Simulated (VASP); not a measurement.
A run of VASP 6.6.1 is set up as follows.

POSCAR

```
Ru
1.0
    0.0000000000      1.8922456740      1.8922456740
    1.8922456740      0.0000000000      1.8922456740
    1.8922456740      1.8922456740      0.0000000000
Ru
1
Direct
    0.0000000000      0.0000000000      0.0000000000
```

The input INCAR.step1:

```
SYSTEM = Ru
ALGO     = Normal         ! electronic algorithm
EDIFF    = 1E-5           ! SCF threshold, eV
ENCUT    = 620            ! plane-wave cutoff, eV
GGA      = PE             ! functional
GGA_COMPAT= .FALSE.      
ISMEAR   = 0              ! smearing method
LASPH    = .TRUE.         ! aspherical terms in the spheres
LCHARG   = .FALSE.        ! write CHGCAR
LREAL    = .FALSE.        ! projectors in reciprocal space
LWAVE    = .TRUE.         ! write WAVECAR
NBANDS   = 14             ! bands
NELM     = 120            ! most SCF steps
PREC     = Accurate       ! precision mode
SIGMA    = 0.05           ! smearing width, eV
```

File INCAR.step2:

```
SYSTEM = Ru
ALGO     = Normal         ! electronic algorithm
EDIFF    = 1E-6           ! SCF threshold, eV
ENCUT    = 620            ! plane-wave cutoff, eV
GGA_COMPAT= .FALSE.      
ISIF     = 2              ! what is computed and relaxed
ISMEAR   = 0              ! smearing method
ISTART   = 1            
LASPH    = .TRUE.         ! aspherical terms in the spheres
LCHARG   = .FALSE.        ! write CHGCAR
LMIXTAU  = .TRUE.       
LREAL    = .FALSE.        ! projectors in reciprocal space
LWAVE    = .FALSE.        ! write WAVECAR
METAGGA  = R2SCAN         ! meta-GGA
NBANDS   = 14             ! bands
NELM     = 120            ! most SCF steps
PREC     = Accurate       ! precision mode
SIGMA    = 0.05           ! smearing width, eV
```

Contents of KPOINTS:

```
k-points
0
G
  18 18 18
  0 0 0
```

Potentials or basis: VASP PAW PBE potentials, release 64 (Ru_sv).

Command:

```bash
$ cat potpaw_PBE.64/Ru_sv/POTCAR > POTCAR
$ cp INCAR.step1 INCAR
$ mpirun -np 1 vasp_std > vasp.out
$ cp INCAR.step2 INCAR
$ mpirun -np 1 vasp_std > vasp.out
```

Task: Estimate the pressure.

Result: 0.1 GPa.

Task: What does it give for the band gap on the k mesh?

Result: Zero (bands 8 and 9 overlap by 3.60 eV).

Caveat: the PAW data sets were made with another functional, which shifts forces and pressure a little.
